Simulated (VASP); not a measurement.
# In2GaP3 (Cmmm) in VASP: a series of runs, part 2 of 2

VASP 6.6.1.

### 3 Single point, PBE

This run uses another cell than the first one, of 22.48 Å³/atom, 1.065 times its volume.

Input file INCAR:

```
ALGO = Normal
EDIFF = 1E-6
ENCUT = 520
GGA = PE
ISIF = 2
ISMEAR = 0
LASPH = T
LCHARG = F
LREAL = F
LWAVE = F
NBANDS = 36
NELM = 60
PREC = Accurate
SIGMA = 0.1
```

Input file KPOINTS:

```
k-points
0
Gamma
  4 4 4
```

Input file POSCAR:

```
In2GaP3
1.0
    2.1326958700     -7.1630764000      0.0000000000
    2.1326958700      7.1630764000      0.0000000000
    0.0000000000      0.0000000000      4.4137534900
In Ga P
2 1 3
Direct
    0.1250000000      0.8750000000      0.5000000000
    0.8750000000      0.1250000000      0.5000000000
    0.0000000000      0.0000000000      0.0000000000
    0.5000000000      0.5000000000      0.5000000000
    0.3150000000      0.6850000000      0.0000000000
    0.6850000000      0.3150000000      0.0000000000
```

Potentials or basis: VASP PAW PBE potentials, release 64 (In_d, Ga_d, P).

Started as:

```console
$ cat potpaw_PBE.64/In_d/POTCAR potpaw_PBE.64/Ga_d/POTCAR potpaw_PBE.64/P/POTCAR > POTCAR
$ mpirun -np 1 vasp_std > vasp.out
```

OUTCAR:

```text
EDIFF = 1E-6
   ENCUT = 520
   GGA = PE
   ISIF = 2
   ISMEAR = 0
   LASPH = T
   LREAL = F
   NELM = 60
   PREC = Accurate

 ion  position               nearest neighbor table
   1  0.125  0.875  0.500-   4 2.78   4 2.78   3 2.84   3 2.84   6 3.19   6 3.19   6 3.19   6 3.19
                             2 3.58
   2  0.875  0.125  0.500-   4 2.78   4 2.78   3 2.84   3 2.84   5 3.19   5 3.19   5 3.19   5 3.19
                             1 3.58
   3  0.000  0.000  0.000-   1 2.84   2 2.84   1 2.84   2 2.84
   4  0.500  0.500  0.500-   1 2.78   2 2.78   1 2.78   2 2.78
   5  0.315  0.685  0.000-   6 2.83   6 2.83   2 3.19   2 3.19   2 3.19   2 3.19
   6  0.685  0.315  0.000-   5 2.83   5 2.83   1 3.19   1 3.19   1 3.19   1 3.19

  LATTYP: Found a base centered orthorhombic cell.
 ALAT       =     4.2653917400
 B/A-ratio  =     3.3586956775
 C/A-ratio  =     1.0347826786

  Lattice vectors:

 A1 = (   2.1326958700,  -7.1630764000,   0.0000000000)
 A2 = (   2.1326958700,   7.1630764000,   0.0000000000)
 A3 = (   0.0000000000,   0.0000000000,   4.4137534900)

Analysis of symmetry for initial positions (statically):
=====================================================================
 Subroutine PRICEL returns:
 Original cell was already a primitive cell.

 Routine SETGRP: Setting up the symmetry group for a
 base centered orthorhombic supercell.

 Subroutine GETGRP returns: Found  8 space group operations
 (whereof  8 operations were pure point group operations)
 out of a pool of  8 trial point group operations.

The static configuration has the point symmetry D_2h.

Analysis of symmetry for dynamics (positions and initial velocities):
=====================================================================
 Subroutine PRICEL returns:
 Original cell was already a primitive cell.

 Routine SETGRP: Setting up the symmetry group for a
 base centered orthorhombic supercell.

 Subroutine GETGRP returns: Found  8 space group operations
 (whereof  8 operations were pure point group operations)
 out of a pool of  8 trial point group operations.

The dynamic configuration has the point symmetry D_2h.

 Subroutine INISYM returns: Found  8 space group operations
 (whereof  8 operations are pure point group operations),
 and found     1 'primitive' translations

----------------------------------------------------------------------------------------

                                     Primitive cell

  volume of cell :     134.8549

  direct lattice vectors                    reciprocal lattice vectors
     2.132695870 -7.163076400  0.000000000     0.234445055 -0.069802411  0.000000000
     2.132695870  7.163076400  0.000000000     0.234445055  0.069802411  0.000000000
     0.000000000  0.000000000  4.413753490     0.000000000  0.000000000  0.226564533

  length of vectors
     7.473824669  7.473824669  4.413753490     0.244615740  0.244615740  0.226564533

  position of ions in fractional coordinates (direct lattice)
     0.125000000  0.875000000  0.500000000
     0.875000000  0.125000000  0.500000000
     0.000000000  0.000000000  0.000000000
     0.500000000  0.500000000  0.500000000
[... 35 lines left out ...]

 Found     21 irreducible k-points:

 Following reciprocal coordinates:
            Coordinates               Weight
  0.000000  0.000000  0.000000      1.000000
  0.250000 -0.000000  0.000000      4.000000
  0.500000 -0.000000  0.000000      2.000000
  0.250000  0.250000  0.000000      2.000000
  0.500000  0.250000  0.000000      4.000000
 -0.250000  0.250000  0.000000      2.000000
[... 13 lines left out ...]
 -0.250000  0.250000  0.500000      2.000000
  0.500000  0.500000  0.500000      1.000000
   k-points           NKPTS =     21   k-points in BZ     NKDIM =     21   number of bands    NBANDS=     36
   number of dos      NEDOS =    301   number of ions     NIONS =      6
   total plane-waves  NPLWV = 112896
   dimension x,y,z NGX =    56 NGY =   56 NGZ =   36
   dimension x,y,z NGXF=   112 NGYF=  112 NGZF=   72
   ions per type =               2   1   3
   NGX,Y,Z   is equivalent  to a cutoff of  12.46, 12.46, 13.56 a.u.
   NGXF,Y,Z  is equivalent  to a cutoff of  24.91, 24.91, 27.12 a.u.
 SYSTEM =  unknown system
   PREC   = accura    normal or accurate (medium, high low for compatibility)
   ISTART =      0    job   : 0-new  1-cont  2-samecut
   ICHARG =      2    charge: 1-file 2-atom 10-const
   ISPIN  =      1    spin polarized calculation?
   LNONCOLLINEAR =      F non collinear calculations
   LSORBIT =      F    spin-orbit coupling
   LASPH  =      T    aspherical Exc in radial PAW
   ENCUT  =  520.0 eV  38.22 Ry    6.18 a.u.  13.90 13.90  8.21*2*pi/ulx,y,z
   NELM   =     60;   NELMIN=  2; NELMDL= -5     # of ELM steps
   EDIFF  = 0.1E-05   stopping-criterion for ELM
   LREAL  =      F    real-space projection
   EDIFFG = 0.1E-04   stopping-criterion for IOM
   NSW    =      0    number of steps for IOM
   IBRION =     -1    ionic relax: 0-MD 1-quasi-New 2-CG
   NFREE  =      0    steps in history (QN), initial steepest desc. (CG)
   ISIF   =      2    stress and relaxation
   ISYM   =      2    0-nonsym 1-usesym 2-fastsym
   POTIM  = 0.5000    time-step for ionic-motion
   TEBEG  =    0.0;   TEEND  =   0.0 temperature during run
   PSTRESS=    0.0 pullay stress
   NELECT =      54.0000    total number of electrons
   NUPDOWN=      -1.0000    fix difference up-down
   EMIN   =  10.00;   EMAX   =-10.00  energy-range for DOS
   EFERMI =   0.00;   METHOD = LEGACY
   ISMEAR =     0;   SIGMA  =   0.10  broadening in eV -4-tet -1-fermi 0-gaus
   EFERMI_NEDOS =   21; number of points for ismear=-14 and -15
   IALGO  =     38    algorithm
   IMIX   =      4    mixing-type and parameters
     AMIX     =   0.40;   BMIX     =  1.00
     AMIX_MAG =   1.60;   BMIX_MAG =  1.00
  volume/ion in A,a.u.               =      22.48       151.67
  Fermi-wavevector in a.u.,A,eV,Ry     =   1.206657  2.280251 19.810375  1.456021
  Thomas-Fermi vector in A             =   2.342318
   LORBIT       =      0    0 simple, 1 ext, 2 COOP (PROOUT), +10 PAW based schemes
   GGA     = PE    functional components
   LHFCALC =     F    Hartree Fock is set to
   AEXX    =    0.0000 exact exchange contribution
   IVDW    =     0    specifies the selected vdW correction
   LEPSILON=     F    determine dielectric tensor
   LRPA    =     F    only Hartree local field effects (RPA)
 non-spin polarized calculation
 Gauss-broadening in eV      SIGMA  =   0.10
  energy-cutoff  :      520.00
  volume of cell :      134.85
 maximum number of plane-waves:      3652
   NGX = 27   NGY = 27   NGZ = 17

 number of electron      53.9999997 magnetization

 Free energy of the ion-electron system (eV)
  ---------------------------------------------------
  ext. energy  EPLUGINS =         0.00000000
  ---------------------------------------------------
  free energy    TOTEN  =       -20.87069682 eV

  energy without entropy =      -20.85266447  energy(sigma->0) =      -20.86168065

 E-fermi :   5.9550     XC(G=0): -10.0742

 val. band max:        5.9526188317   @ k =  -0.2500   0.2500   0.2500
 cond. band min:       5.9736926832   @ k =   0.5000   0.2500   0.0000
 fundamental gap:      0.0210738515
 Fermi energy:         5.9549627258

 k-point     1 :       0.0000    0.0000    0.0000
  band No.  band energies     occupation
      1      -9.0564      2.00000
      2      -8.9818      2.00000
      3      -8.9288      2.00000
      4      -8.8921      2.00000
      5      -8.8771      2.00000
      6      -8.5582      2.00000
[... 808 lines left out ...]
     35      10.1074      0.00000
     36      10.8525      0.00000

------------------------ aborting loop because EDIFF is reached ----------------------------------------

  FORCE on cell =-STRESS in cart. coord.  units (eV):
  Direction    XX          YY          ZZ          XY          YZ          ZX
  --------------------------------------------------------------------------------------
  -------------------------------------------------------------------------------------
  Total       -8.5860725      0.3768546      0.5555726      0.0000000      0.0000000      0.0000000
  in kB     -102.0090151      4.4773167      6.6006218      0.0000000      0.0000000      0.0000000
  external PRESSURE =     -30.3103589 kB  Pullay stress =       0.0000000 kB

 VOLUME and BASIS-vectors are now :
 -----------------------------------------------------------------------------
  energy-cutoff  :      520.00
  volume of cell :      134.85
      direct lattice vectors                 reciprocal lattice vectors
     2.132695870 -7.163076400  0.000000000     0.234445055 -0.069802411  0.000000000
     2.132695870  7.163076400  0.000000000     0.234445055  0.069802411  0.000000000
     0.000000000  0.000000000  4.413753490     0.000000000  0.000000000  0.226564533

 POSITION                                       TOTAL-FORCE (eV/Angst)
 -----------------------------------------------------------------------------------
      2.13270      5.37231      2.20688        -0.000000     -1.305493      0.000000
      2.13270     -5.37231      2.20688        -0.000000      1.305493      0.000000
      0.00000      0.00000      0.00000        -0.000000     -0.000000      0.000000
      2.13270      0.00000      2.20688         0.000000     -0.000000      0.000000
      2.13270      2.65034      0.00000        -0.000000      1.365089     -0.000000
      2.13270     -2.65034      0.00000        -0.000000     -1.365089      0.000000
 -----------------------------------------------------------------------------------
    total drift:                                0.000000      0.000000     -0.000000

  FREE ENERGIE OF THE ION-ELECTRON SYSTEM (eV)
  ---------------------------------------------------
  free  energy   TOTEN  =       -20.8706968243 eV

  energy  without entropy=      -20.8526644674  energy(sigma->0) =      -20.86168065
```

OSZICAR:

```text
N       E                     dE             d eps       ncg     rms          rms(c)
DAV:   1     0.470351234939E+03    0.47035E+03   -0.24873E+04  1576   0.191E+03
DAV:   2     0.416242460864E+02   -0.42873E+03   -0.41757E+03  1544   0.478E+02
DAV:   3    -0.178332449548E+02   -0.59457E+02   -0.57913E+02  1828   0.170E+02
DAV:   4    -0.211295433295E+02   -0.32963E+01   -0.32410E+01  1816   0.381E+01
DAV:   5    -0.212684321265E+02   -0.13889E+00   -0.13873E+00  2252   0.811E+00    0.628E+00
DAV:   6    -0.208903957209E+02    0.37804E+00   -0.12527E+00  2048   0.960E+00    0.342E+00
DAV:   7    -0.208761687911E+02    0.14227E-01   -0.24500E-01  1964   0.255E+00    0.157E+00
DAV:   8    -0.208708825339E+02    0.52863E-02   -0.28186E-02  1924   0.970E-01    0.424E-01
DAV:   9    -0.208706724473E+02    0.21009E-03   -0.52039E-03  1948   0.501E-01    0.244E-01
DAV:  10    -0.208706994082E+02   -0.26961E-04   -0.47851E-04  1948   0.157E-01    0.944E-02
DAV:  11    -0.208706948112E+02    0.45970E-05   -0.14363E-04  2116   0.782E-02    0.195E-02
DAV:  12    -0.208706962471E+02   -0.14359E-05   -0.29097E-05  1796   0.330E-02    0.127E-02
DAV:  13    -0.208706968243E+02   -0.57717E-06   -0.30469E-06  1464   0.117E-02
   1 F= -.20870697E+02 E0= -.20861681E+02  d E =-.180324E-01
```

stdout:

```text
POSCAR found type information on POSCAR InGaP
 POSCAR found :  3 types and       6 ions
 scaLAPACK will be used
 LDA part: xc-table for (Slater+PW92), standard interpolation
 POSCAR, INCAR and KPOINTS ok, starting setup
 FFT: planning ... GRIDC
 FFT: planning ... GRID_SOFT
 FFT: planning ... GRID
 WAVECAR not read
 entering main loop
```

It took 91 s on 1 thread of Intel Xeon Platinum 8375C at 2.90GHz (Ice Lake), shared host; peak memory 0.37 GiB.

What came out:

```yaml
Free_energy: -20.8707 eV
Pressure: -3.0 GPa
Largest_force: 1.365 eV/Å
Band_gap_on_the_k_mesh: zero (band 27 reaches 6.35 eV, above the bottom of band 28 at 5.05 eV)
```

Forces on the atoms (eV/Å):
```
In   0.000 -1.305  0.000
In   0.000  1.305  0.000
Ga   0.000  0.000  0.000
P    0.000  0.000  0.000
P    0.000  1.365  0.000
P    0.000 -1.365  0.000
```

Caveat: the k points lie up to 0.38 Å⁻¹ apart; spin-orbit coupling is left out, which moves the levels of the heavy elements; forces of over 1 eV/Å act on the atoms, so gaps and moduli don't describe the material at rest.
